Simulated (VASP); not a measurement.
Write the native input for VASP 6.6.1 that does the following.

| Property | Result |
| --- | --- |
| Task | single point |
| Functional | PBE |
| Potentials or basis | VASP PAW PBE potentials, release 64 (Ni) |
| Cutoff | 520 eV |
| k mesh | 18 × 18 × 18 |
| Occupations | gaussian, width 0.05 eV |
| Spin | collinear spin, ferromagnetic start |
| Starting moments | [0.59] μB |
| Dipole correction | no |
| k mesh for the DOS | 27 × 27 × 27 |
| Occupations for the DOS | tetrahedron |
| Further INCAR settings | ALGO = Normal; EDIFF = 1e-07 |

The system is Ni.

```
CELL_PARAMETERS angstrom
-1.38372 1.38372 1.38372
1.38372 -1.38372 1.38372
1.38372 1.38372 -1.38372
ATOMIC_POSITIONS crystal
Ni 0.00000 0.00000 0.00000
```

This isn't the form of Ni at room conditions, which is fcc.

One way to write it, as run:

POSCAR

```
Ni
1.0
   -1.3837154700      1.3837154700      1.3837154700
    1.3837154700     -1.3837154700      1.3837154700
    1.3837154700      1.3837154700     -1.3837154700
Ni
1
Direct
    0.0000000000      0.0000000000      0.0000000000
```

INCAR.step1

```
PREC = Accurate
ENCUT = 520
EDIFF = 1E-7
ISMEAR = 0
SIGMA = 0.05
LREAL = False
LASPH = True
NELM = 150
ALGO = Normal
ISIF = 2
LWAVE = False
LCHARG = True
ISPIN = 2
MAGMOM = 0.59
LMAXMIX = 4
GGA = PE
NBANDS = 15
```

KPOINTS.step1

```
Automatic mesh
0
Gamma
  18 18 18
```

INCAR.step2

```
PREC = Accurate
ENCUT = 520
EDIFF = 1E-7
ISMEAR = -5
SIGMA = 0.05
LREAL = False
LASPH = True
NELM = 150
ALGO = Normal
ISIF = 2
LWAVE = False
LCHARG = False
ISPIN = 2
MAGMOM = 0.59
LORBIT = 11
LMAXMIX = 4
GGA = PE
NEDOS = 1001
ICHARG = 11
```

KPOINTS.step2

```
Automatic mesh
0
Gamma
  27 27 27
```

Potentials or basis: VASP PAW PBE potentials, release 64 (Ni).

Command:

```sh
$ cat potpaw_PBE.64/Ni/POTCAR > POTCAR
$ cp INCAR.step1 INCAR
$ cp KPOINTS.step1 KPOINTS
$ mpirun -np 1 vasp_std > vasp.out
$ cp INCAR.step2 INCAR
$ cp KPOINTS.step2 KPOINTS
$ mpirun -np 1 vasp_std > vasp.out
```

Results of the run:

```yaml
Net_moment: 0.56 μB per cell
Site_moments: Ni +0.55 μB
Valence_electrons_inside_the_program's_atomic_spheres: Ni 9.36
```

Wall time 100 s on 1 thread of Intel(R) Xeon(R) Platinum 8375C CPU @ 2.90GHz (Ice Lake), with other jobs on the host, peak memory 0.28 GiB.
